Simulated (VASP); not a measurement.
## In2S: single point with PBE

The system is In2S.

```
In S
1.0
     3.94313    0.00000    0.00000
     0.00000    3.94313    0.00000
     0.00000    0.00000    5.43260
In S
2 1
Direct
  0.50000 0.00000 0.66096
  0.00000 0.50000 0.33904
  0.00000 0.00000 0.00000
```

```yaml
Program: VASP 6.6.1
Task: single point
Functional: PBE
Potentials_or_basis: VASP PAW PBE potentials, release 64 (In_d, S)
Cutoff: 520 eV
k_mesh: 12 × 12 × 10
Occupations: gaussian, width 0.1 eV
Spin: no spin polarisation
```

* Pressure: 0.0 GPa
* Band gap on the k mesh: zero (band 16 reaches 6.73 eV, above the bottom of band 17 at 3.86 eV)

Forces in eV/Å, atoms in the order of the input:
```
In   0.000  0.000 -0.003
In   0.000  0.000  0.003
S    0.000  0.000  0.000
```

Levels at points of the mesh, in eV from the Fermi level:
```tsv
k point	band 13	band 14	band 15	band 16	band 17	band 18	band 19	band 20
(0.00, 0.00, 0.00)	-5.29	-2.42	-2.42	1.48	2.09	3.64	3.64	4.82
(0.50, 0.00, 0.00)	-4.47	-3.46	-2.03	-1.96	0.46	3.48	4.40	5.60
(0.50, 0.50, 0.00)	-5.16	-3.26	-1.71	-0.80	-0.80	-0.33	3.01	3.01
(0.00, 0.00, 0.50)	-2.17	-2.17	-1.71	-1.38	2.25	2.25	3.32	3.69
(0.50, 0.00, 0.50)	-5.64	-3.90	-1.95	-0.41	1.67	3.10	4.68	4.74
(0.50, 0.50, 0.50)	-4.93	-4.37	-1.93	-1.93	-1.17	1.42	2.66	5.33
```

Run time: 2.6 min on 1 thread of Intel(R) Xeon(R) 6975P-C (Granite Rapids), on a shared host, peak memory 0.38 GiB.

Caveat: spin-orbit coupling is left out, which moves the levels of the heavy elements.
